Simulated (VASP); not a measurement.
# Mg7FeS8 (a cell with a defect) in VASP: notebook

Aim: see how the results for Mg7FeS8 (a cell with a defect) move with the level of theory and the settings. Levels: PBEsol, PBE0. Tasks: single point.

Everything below comes from runs of VASP 6.6.1. Logs are shortened: lines on timing, memory, paths and dates and some standing lists are left out, and cuts for length are marked.

### 1 The cell of the first run

The cell holds a defect, 16 atoms: a = 7.328 Å, b = 7.328 Å, c = 7.328 Å, α = 60.00°, β = 60.00°, γ = 60.00°.

### 2 Single point, PBEsol

File INCAR:

```
SYSTEM = Mg7FeS8
PREC = Accurate
ENCUT = 400
EDIFF = 1E-6
ISMEAR = -1
SIGMA = 0.05
LREAL = Auto
LASPH = .TRUE.
NELM = 120
ALGO = Normal
ISIF = 2
LWAVE = .FALSE.
LCHARG = .FALSE.
GGA = PS
NBANDS = 49
GGA_COMPAT = .FALSE.
ISYM = -1
```

File KPOINTS:

```
explicit points
4
Reciprocal
  0.25000000   0.25000000   0.25000000 2
  0.25000000   0.25000000   0.75000000 2
  0.25000000   0.75000000   0.25000000 2
  0.25000000   0.75000000   0.75000000 2
```

File POSCAR:

```
Mg7FeS8
1.0
    0.0000000000      5.1819800000      5.1819800000
    5.1819800000      0.0000000000      5.1819800000
    5.1819800000      5.1819800000      0.0000000000
S Mg Fe
8 7 1
Direct
    0.7539480000      0.2525840000      0.2508160000
    0.2489990000      0.7511250000      0.7568640000
    0.2514410000      0.7505610000      0.2498140000
    0.7425970000      0.2524460000      0.7509460000
    0.2462260000      0.2532830000      0.7550200000
    0.7460790000      0.7482680000      0.2562600000
    0.2481470000      0.2486830000      0.2538680000
    0.7512750000      0.7546540000      0.7474070000
    0.0021650000      0.0009730000      0.9969270000
    0.0054410000      0.9976630000      0.4971630000
    0.5014680000      0.5033310000      0.9960930000
    0.9983070000      0.5078160000      0.0024480000
    0.5015040000      0.9932360000      0.5019910000
    0.4983220000      0.9988270000      0.9966890000
    0.0019860000      0.4976170000      0.5040680000
    0.4962850000      0.4983190000      0.5039120000
```

Potentials or basis: VASP PAW PBE potentials, release 64 (S, Mg, Fe).

Launch:

```
$ cat potpaw_PBE.64/S/POTCAR potpaw_PBE.64/Mg/POTCAR potpaw_PBE.64/Fe/POTCAR > POTCAR
$ mpirun -np 1 vasp_std > vasp.out
```

OUTCAR:

```text
SYSTEM = Mg7FeS8
   PREC = Accurate
   ENCUT = 400
   EDIFF = 1E-6
   ISMEAR = -1
   LREAL = Auto
   LASPH = .TRUE.
   NELM = 120
   ISIF = 2
   GGA = PS
   ISYM = -1

 ion  position               nearest neighbor table
   1  0.754  0.253  0.251-  10 2.58  16 2.59  12 2.59   9 2.62  11 2.63  13 2.65
   2  0.249  0.751  0.757-   9 2.54  11 2.55  12 2.56  13 2.56  10 2.61  16 2.62
   3  0.251  0.751  0.250-  10 2.56  14 2.57  16 2.59  11 2.60   9 2.60  15 2.60
   4  0.743  0.252  0.751-  16 2.56  11 2.57  14 2.58  15 2.62   9 2.62  10 2.64
   5  0.246  0.253  0.755-  14 2.56  16 2.57  15 2.57   9 2.57  12 2.60  13 2.66
   6  0.746  0.748  0.256-  13 2.54  12 2.56  16 2.59  15 2.61  14 2.63   9 2.64
   7  0.248  0.249  0.254-  10 2.56  15 2.59  12 2.60  13 2.60  14 2.63  11 2.63
   8  0.751  0.755  0.747-  14 2.56  13 2.57  10 2.58  15 2.59  11 2.60  12 2.60
   9  0.002  0.001  0.997-   2 2.54   5 2.57   3 2.60   1 2.62   4 2.62   6 2.64  12 3.61  15 3.63
                            14 3.63  13 3.64  11 3.65
  10  0.005  0.998  0.497-   7 2.56   3 2.56   8 2.58   1 2.58   2 2.61   4 2.64  13 3.64  14 3.64
                            12 3.65  15 3.65
  11  0.501  0.503  0.996-   2 2.55   4 2.57   3 2.60   8 2.60   1 2.63   7 2.63  13 3.61  14 3.62
                            15 3.64  12 3.65   9 3.65
  12  0.998  0.508  0.002-   2 2.56   6 2.56   1 2.59   7 2.60   5 2.60   8 2.60   9 3.61  14 3.63
                            10 3.65  11 3.65  15 3.65
  13  0.502  0.993  0.502-   6 2.54   2 2.56   8 2.57   7 2.60   1 2.65   5 2.66  11 3.61  14 3.63
                            10 3.64   9 3.64  15 3.65
  14  0.498  0.999  0.997-   8 2.56   5 2.56   3 2.57   4 2.58   7 2.63   6 2.63  11 3.62   9 3.63
                            12 3.63  13 3.63  10 3.64
  15  0.002  0.498  0.504-   5 2.57   7 2.59   8 2.59   3 2.60   6 2.61   4 2.62   9 3.63  11 3.64
                            13 3.65  10 3.65  12 3.65
  16  0.496  0.498  0.504-   4 2.56   5 2.57   1 2.59   3 2.59   6 2.59   2 2.62

IMPORTANT INFORMATION: All symmetrisations will be switched off!
NOSYMM: (Re-)initialisation of all symmetry stuff for point group C_1.

----------------------------------------------------------------------------------------

                                     Primitive cell

  volume of cell :     278.3026

  direct lattice vectors                    reciprocal lattice vectors
     0.000000000  5.181980000  5.181980000    -0.096488215  0.096488215  0.096488215
     5.181980000  0.000000000  5.181980000     0.096488215 -0.096488215  0.096488215
     5.181980000  5.181980000  0.000000000     0.096488215  0.096488215 -0.096488215

  length of vectors
     7.328426396  7.328426396  7.328426396     0.167122491  0.167122491  0.167122491

  position of ions in fractional coordinates (direct lattice)
     0.753948000  0.252584000  0.250816000
     0.248999000  0.751125000  0.756864000
     0.251441000  0.750561000  0.249814000
[... 78 lines left out ...]
   EMIN   =  10.00;   EMAX   =-10.00  energy-range for DOS
   EFERMI =   0.00;   METHOD = LEGACY
   ISMEAR =    -1;   SIGMA  =   0.05  broadening in eV -4-tet -1-fermi 0-gaus
   EFERMI_NEDOS =   21; number of points for ismear=-14 and -15
   IALGO  =     38    algorithm
   IMIX   =      4    mixing-type and parameters
     AMIX     =   0.40;   BMIX     =  1.00
     AMIX_MAG =   1.60;   BMIX_MAG =  1.00
  volume/ion in A,a.u.               =      17.39       117.38
  Fermi-wavevector in a.u.,A,eV,Ry     =   1.033400  1.952843 14.529873  1.067916
  Thomas-Fermi vector in A             =   2.167645
   LORBIT       =      0    0 simple, 1 ext, 2 COOP (PROOUT), +10 PAW based schemes
   GGA     = PS    functional components
   LHFCALC =     F    Hartree Fock is set to
   AEXX    =    0.0000 exact exchange contribution
   IVDW    =     0    specifies the selected vdW correction
   LEPSILON=     F    determine dielectric tensor
   LRPA    =     F    only Hartree local field effects (RPA)
 non-spin polarized calculation
  energy-cutoff  :      400.00
  volume of cell :      278.30
 maximum number of plane-waves:      5053
 NGX is ok and might be reduce to    48
   NGX = 23   NGY = 23   NGZ = 23

 number of electron      69.9999999 magnetization

 Free energy of the ion-electron system (eV)
  ---------------------------------------------------
  ext. energy  EPLUGINS =         0.00000000
  ---------------------------------------------------
  free energy    TOTEN  =       -75.32288021 eV

  energy without entropy =      -75.28491093  energy(sigma->0) =      -75.30389557

 E-fermi :   5.0066     XC(G=0):  -9.9994

 val. band max:        4.8334296867   @ k =   0.2500   0.2500   0.7500
 cond. band min:       5.1328397765   @ k =   0.2500   0.7500   0.7500
 fundamental gap:      0.2994100898
 Fermi energy:         5.0065808764

 k-point     1 :       0.2500    0.2500    0.2500
  band No.  band energies     occupation
      1      -8.9061      2.00000
      2      -7.9812      2.00000
      3      -7.7079      2.00000
      4      -7.6869      2.00000
      5      -7.6351      2.00000
      6      -7.4378      2.00000
[... 189 lines left out ...]
     46       9.5806      0.00000
     47      10.0885      0.00000
 [bands above 47 left out]

------------------------ aborting loop because EDIFF is reached ----------------------------------------

  FORCE on cell =-STRESS in cart. coord.  units (eV):
  Direction    XX          YY          ZZ          XY          YZ          ZX
  --------------------------------------------------------------------------------------
  -------------------------------------------------------------------------------------
  Total       -6.2211024     -6.5142379     -6.4527985     -0.5514392     -0.5446099     -0.5365744
  in kB      -35.8146525    -37.5022226    -37.1485182     -3.1746149     -3.1352986     -3.0890388
  external PRESSURE =     -36.8217978 kB  Pullay stress =       0.0000000 kB

 VOLUME and BASIS-vectors are now :
 -----------------------------------------------------------------------------
  energy-cutoff  :      400.00
  volume of cell :      278.30
      direct lattice vectors                 reciprocal lattice vectors
     0.000000000  5.181980000  5.181980000    -0.096488215  0.096488215  0.096488215
     5.181980000  0.000000000  5.181980000     0.096488215 -0.096488215  0.096488215
     5.181980000  5.181980000  0.000000000     0.096488215  0.096488215 -0.096488215

 POSITION                                       TOTAL-FORCE (eV/Angst)
 -----------------------------------------------------------------------------------
      2.60861      5.20667      5.21583         0.954978     -0.177638     -0.187503
      7.81437      5.21236      5.18262        -1.037809     -0.160552     -0.017141
      5.18392      2.59749      5.19235        -0.060119      0.988816     -0.100845
      5.19956      7.73951      5.15629        -0.055617     -0.865080      0.095448
      5.22501      5.18844      2.58845        -0.139145     -0.060086      1.014962
      5.20544      5.19410      7.74368        -0.055091     -0.043448     -0.870893
[... 8 lines left out ...]
      5.19071      2.62236      2.58893        -0.071030     -0.095838     -0.023411
      5.19354      5.18300      5.15402        -0.091121      0.054622      0.106600
 -----------------------------------------------------------------------------------
    total drift:                                0.004833      0.000630     -0.001264

  FREE ENERGIE OF THE ION-ELECTRON SYSTEM (eV)
  ---------------------------------------------------
  free  energy   TOTEN  =       -75.3228802082 eV

  energy  without entropy=      -75.2849109311  energy(sigma->0) =      -75.30389557
```

OSZICAR:

```text
N       E                     dE             d eps       ncg     rms          rms(c)
DAV:   1     0.346026498406E+03    0.34603E+03   -0.23474E+04   392   0.993E+02
DAV:   2    -0.409786066301E+02   -0.38701E+03   -0.36988E+03   463   0.205E+02
DAV:   3    -0.784632920346E+02   -0.37485E+02   -0.36980E+02   512   0.735E+01
DAV:   4    -0.797128934389E+02   -0.12496E+01   -0.12423E+01   512   0.187E+01
DAV:   5    -0.797612971213E+02   -0.48404E-01   -0.48367E-01   504   0.297E+00    0.171E+01
DAV:   6    -0.860860775725E+02   -0.63248E+01   -0.48544E+01   528   0.476E+01    0.385E+01
DAV:   7    -0.752472745867E+02    0.10839E+02   -0.19868E+01   471   0.873E+01    0.958E+00
DAV:   8    -0.754633985855E+02   -0.21612E+00   -0.66493E+00   464   0.680E+00    0.514E+00
DAV:   9    -0.753272046817E+02    0.13619E+00   -0.62293E-01   568   0.430E+00    0.159E+00
DAV:  10    -0.753235803492E+02    0.36243E-02   -0.73281E-02   488   0.897E-01    0.673E-01
DAV:  11    -0.753231543991E+02    0.42595E-03   -0.19506E-02   568   0.427E-01    0.419E-01
DAV:  12    -0.753227933966E+02    0.36100E-03   -0.49490E-03   576   0.197E-01    0.270E-01
DAV:  13    -0.753228791552E+02   -0.85759E-04   -0.97051E-04   568   0.985E-02    0.154E-01
DAV:  14    -0.753228747327E+02    0.44225E-05   -0.41681E-04   560   0.712E-02    0.779E-02
DAV:  15    -0.753228769028E+02   -0.21701E-05   -0.87758E-05   584   0.294E-02    0.458E-02
DAV:  16    -0.753228791190E+02   -0.22163E-05   -0.15944E-05   360   0.124E-02    0.255E-02
DAV:  17    -0.753228802640E+02   -0.11450E-05   -0.49607E-06   328   0.980E-03    0.812E-03
DAV:  18    -0.753228802082E+02    0.55791E-07   -0.12439E-06   256   0.473E-03
   1 F= -.75322880E+02 E0= -.75303896E+02  d E =-.379693E-01
```

stdout:

```text
POSCAR found type information on POSCAR S MgFe
 POSCAR found :  3 types and      16 ions
 scaLAPACK will be used
 -----------------------------------------------------------------------------
|                                                                             |
|                                                                             |
|     You enforced a specific xc type in the INCAR file but a different       |
|     I HOPE YOU KNOW WHAT YOU ARE DOING!                                     |
|                                                                             |
 -----------------------------------------------------------------------------

 LDA part: xc-table for (Slater+PW92), standard interpolation
 POSCAR, INCAR and KPOINTS ok, starting setup
 FFT: planning ... GRIDC
 FFT: planning ... GRID_SOFT
 FFT: planning ... GRID
 WAVECAR not read
 entering main loop
```

It took 1.8 min on 1 thread of Intel Xeon Platinum 8259CL at 2.50GHz (Skylake/Cascade Lake), shared host; peak memory 0.32 GiB.

Results:

```
Free energy            : -75.3229 eV
Pressure               : -3.7 GPa
Largest force          : 1.050 eV/Å
Band gap on the k mesh : 0.30 eV
```

Forces on the atoms (eV/Å):
```
S    0.955 -0.178 -0.188
S   -1.038 -0.161 -0.017
S   -0.060  0.989 -0.101
S   -0.056 -0.865  0.095
S   -0.139 -0.060  1.015
S   -0.055 -0.043 -0.871
S    0.002  0.083  0.151
S   -0.058  0.074 -0.085
Mg   0.215 -0.044 -0.117
Mg   0.136 -0.060  0.027
Mg   0.004  0.238 -0.136
Mg  -0.095  0.068 -0.175
Mg   0.159 -0.137  0.242
Mg   0.192  0.136  0.076
Mg  -0.071 -0.096 -0.023
Fe  -0.091  0.055  0.107
```

Caveat: semilocal functionals underestimate gaps, and a narrow one can read as zero; the PAW data sets were made with another functional, which shifts forces and pressure a little. Spin polarisation is off, so any magnetic state and its effect on volume and gap are missing.

[end of part 1 of 2]

The gap in the log of VASP goes by the Fermi energy; the results here count the filled bands.